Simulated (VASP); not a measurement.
# PtS2: single point with r2SCAN

Crystal: PtS2.

```
Pt S
1.0
     3.55264    0.00000    0.00000
    -1.77632    3.07668    0.00000
     0.00000    0.00000    5.12271
Pt S
1 2
Cartesian
  0.0000 0.0000 0.0000
  0.0000 2.0511 1.2257
  1.7763 1.0256 3.8971
```

```
Program                : VASP 6.6.1
Task                   : single point
Functional             : r2SCAN
Potentials or basis    : VASP PAW PBE potentials, release 64 (Pt, S)
Cutoff                 : 520 eV
k mesh                 : 6 × 6 × 4
Occupations            : methfessel-paxton, width 0.5 eV
Spin                   : no spin polarisation
Dipole correction      : no
Further INCAR settings : ALGO = Normal; EDIFF = 1e-06; NBANDS = 18
```

```json
{
 "Pressure": "1.2 GPa",
 "Largest force": "0.048 eV/Å",
 "Band gap on the k mesh": "0.98 eV (least direct gap 1.59 eV)"
}
```

Forces on the atoms (eV/Å):
```
Pt   0.000  0.000  0.000
S    0.000  0.000 -0.048
S    0.000  0.000  0.048
```

Stress tensor (GPa, compression positive):
```
1.24 0.00 0.00
0.00 1.24 0.00
0.00 0.00 1.13
```

Levels at points of the mesh, in eV from the valence-band top:
| k point | band 9 | band 10 | band 11 | band 12 | band 13 | band 14 |
| --- | --- | --- | --- | --- | --- | --- |
| (0.00, 0.00, 0.00) | -1.08 | -1.08 | 0.00 | 2.29 | 2.29 | 5.22 |
| (0.50, 0.00, 0.00) | -3.21 | -3.08 | -2.48 | 1.73 | 2.75 | 5.81 |
| (0.00, 0.00, 0.50) | -1.31 | -1.31 | -1.11 | 2.82 | 2.82 | 6.05 |
| (0.50, 0.00, 0.50) | -2.80 | -2.80 | -1.46 | 1.91 | 2.42 | 5.48 |

It took 2.1 min on 1 thread of AMD EPYC 7R43 64-Core Processor (Zen 3), with other jobs on the host, peak memory 0.15 GiB.

Caveat: the PAW data sets were made with another functional, which shifts forces and pressure a little; spin-orbit coupling is left out, which moves the levels of the heavy elements. A k mesh can miss the band edges.
